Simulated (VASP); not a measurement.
**ZrCrC5: single point with PBE**

The system is ZrCrC5.

```
CELL_PARAMETERS angstrom
3.70727 0.00000 0.00000
0.00000 3.70727 0.00000
0.00000 0.00000 5.07979
ATOMIC_POSITIONS crystal
Zr 0.00000 0.00000 0.00000
Cr 0.00000 0.00000 0.50000
C 0.00000 0.50000 0.36355
C 0.00000 0.50000 0.63645
C 0.50000 0.00000 0.36355
C 0.50000 0.00000 0.63645
C 0.50000 0.50000 0.00000
```

```json
{
 "Program": "VASP 6.6.1",
 "Task": "single point",
 "Functional": "PBE",
 "Potentials or basis": "VASP PAW PBE potentials, release 64 (Zr_sv, Cr_pv, C)",
 "Cutoff": "520 eV",
 "k mesh": "4 × 4 × 3",
 "Occupations": "gaussian, width 0.2 eV",
 "Spin": "collinear spin, ferromagnetic start",
 "Starting moments": "[0.0, 3.0, 0.0, 0.0, 0.0, 0.0, 0.0] μB"
}
```

* Pressure: 0.3 GPa
* Largest force: 0.090 eV/Å
* Band gap on the k mesh: zero (filled and empty bands overlap)
* Net moment: 0.00 μB per cell
* Valence electrons inside the program's atomic spheres: Zr 9.63; Cr 11.69; C 2.43, 2.10

Forces in eV/Å, atoms in the order of the input:
```
Zr   0.000  0.000  0.000
Cr   0.000  0.000  0.000
C    0.000  0.000 -0.090
C    0.000  0.000  0.090
C    0.000  0.000 -0.090
C    0.000  0.000  0.090
C    0.000  0.000  0.000
```

Stress tensor (GPa, compression positive):
```
0.26 0.00 0.00
0.00 0.26 0.00
0.00 0.00 0.37
```

Levels at points of the mesh, in eV from the Fermi level:
Spin up:
| k point | band 18 | band 19 | band 20 | band 21 | band 22 | band 23 | band 24 | band 25 | band 26 | band 27 |
| --- | --- | --- | --- | --- | --- | --- | --- | --- | --- | --- |
| (0.00, 0.00, 0.00) | -3.92 | -1.25 | -1.13 | -1.13 | 0.03 | 0.34 | 0.34 | 1.28 | 1.79 | 2.09 |
| (0.50, 0.00, 0.00) | -3.16 | -2.79 | -2.08 | -1.95 | -0.43 | 1.39 | 1.50 | 1.84 | 1.89 | 2.64 |
| (0.50, 0.50, 0.00) | -2.71 | -2.43 | -1.14 | 0.57 | 0.97 | 0.97 | 1.31 | 1.31 | 1.63 | 3.06 |
Spin down:
```
           k point  band 18  band 19  band 20  band 21  band 22  band 23  band 24  band 25  band 26  band 27
(0.00, 0.00, 0.00)    -3.92    -1.25    -1.13    -1.13     0.03     0.34     0.34     1.28     1.79     2.09
(0.50, 0.00, 0.00)    -3.16    -2.79    -2.08    -1.95    -0.43     1.39     1.50     1.84     1.89     2.64
(0.50, 0.50, 0.00)    -2.71    -2.43    -1.14     0.57     0.97     0.97     1.31     1.31     1.63     3.06
```

Run time: 45 s on 1 thread of AMD EPYC 9R45 96-Core Processor (Zen 5) (shared host), peak memory 0.19 GiB.

Caveat: the k points lie up to 0.42 Å⁻¹ apart; the starting moments collapsed, and a magnetic state may lie lower.
